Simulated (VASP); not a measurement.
Here is a VASP 6.6.1 calculation.

The input POSCAR:

```
BaTiO3
1.0
    3.9133483488      0.0000000000      0.0000000000
    0.0000000000      2.7855420727      2.7936427185
    0.0000000000     -2.7855420727      2.7936427185
Ba Ti O
1 1 3
Direct
    0.0000000000      0.0000000000      0.0000000000
    0.5000000000      0.5124000000      0.5124000000
    0.0000000000      0.4874000000      0.4874000000
    0.5000000000      0.5052400000      0.9918400000
    0.5000000000      0.9918400000      0.5052400000
```

Contents of INCAR.step1:

```
PREC     = Accurate       # precision mode
ENCUT    = 520            # plane-wave cutoff, eV
ISMEAR   = -1             # smearing method
SIGMA    = 0.1            # smearing width, eV
LREAL    = F              # projectors in reciprocal space
LASPH    = T              # aspherical terms in the spheres
NELM     = 100            # most SCF steps
NBANDS   = 28             # bands
GGA      = PE             # functional
ALGO     = Normal         # electronic algorithm
EDIFF    = 1E-4           # SCF threshold, eV
LWAVE    = T              # write WAVECAR
LCHARG   = F              # write CHGCAR
```

INCAR.step2

```
PREC     = Accurate       # precision mode
ENCUT    = 520            # plane-wave cutoff, eV
EDIFF    = 1E-6           # SCF threshold, eV
ISMEAR   = -1             # smearing method
SIGMA    = 0.1            # smearing width, eV
LREAL    = F              # projectors in reciprocal space
LASPH    = T              # aspherical terms in the spheres
NELM     = 100            # most SCF steps
ALGO     = Normal         # electronic algorithm
ISIF     = 2              # what is computed and relaxed
LWAVE    = F              # write WAVECAR
LCHARG   = T              # write CHGCAR
METAGGA  = R2SCAN         # meta-GGA
LMIXTAU  = T            
LELF     = T              # ELF
LVHAR    = T            
NBANDS   = 28             # bands
ISTART   = 1
```

Contents of KPOINTS:

```
regular mesh
0
Gamma
  6 6 6
```

Potentials or basis: VASP PAW PBE potentials, release 64 (Ba_sv, Ti_sv, O).

Launch:

```sh
$ cat potpaw_PBE.64/Ba_sv/POTCAR potpaw_PBE.64/Ti_sv/POTCAR potpaw_PBE.64/O/POTCAR > POTCAR
$ cp INCAR.step1 INCAR
$ mpirun -np 1 vasp_std > vasp.out
$ cp INCAR.step2 INCAR
$ mpirun -np 1 vasp_std > vasp.out
```

Question: Predict the band gap on the k mesh.

Answer: 2.37 eV (least direct gap 2.54 eV).

Question: Estimate the pressure.

Answer: 12.3 GPa.

Question: What does it give for the largest force?

Answer: 0.256 eV/Å.

Stress tensor (GPa, compression positive):
```
12.51  0.00  0.00
 0.00 12.64  0.00
 0.00  0.00 11.88
```

Caveat: the cell stands under pressure; the PAW data sets were made with another functional, which shifts forces and pressure a little; spin-orbit coupling is left out, which moves the levels of the heavy elements. A k mesh can miss the band edges.
